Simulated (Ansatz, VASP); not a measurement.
# One calculation of BiTe, two programs

```xyz
2
Lattice="0.0000 3.1732 3.1732 3.1732 0.0000 3.1732 3.1732 3.1732 0.0000" Properties=species:S:1:pos:R:3 pbc="T T T"
Bi    3.1732    3.1732    3.1732
Te    0.0000    0.0000    0.0000
```

Alike in both runs: task single point; functional BLYP; dispersion D3(BJ); k mesh 6 × 6 × 6; occupations gaussian, width 0.05 eV; no spin polarisation.

```csv
,VASP,Ansatz
version,VASP 6.6.1,Ansatz 0.2.0
potentials or method,"VASP PAW PBE potentials, release 64 (Bi_d, Te), cutoff 520 eV","scalar-relativistic, plane waves, PAW"
valence electrons in the cell,21,31
```

|  | VASP | Ansatz | Ansatz less VASP |
| --- | --- | --- | --- |
| gap on the k mesh at the Fermi level (eV) | none | none | - |
| pressure (GPa) | 2.4 | 2.2 | -0.20 |

VASP's potentials were made for PBE, not for BLYP. A gap of «none» marks a metal or a gap that the smearing closes. VASP's potentials hold 21 valence electrons a cell and Ansatz's 31, so a difference there can come from the potentials and not from the codes.

Neither program's run includes spin-orbit coupling.
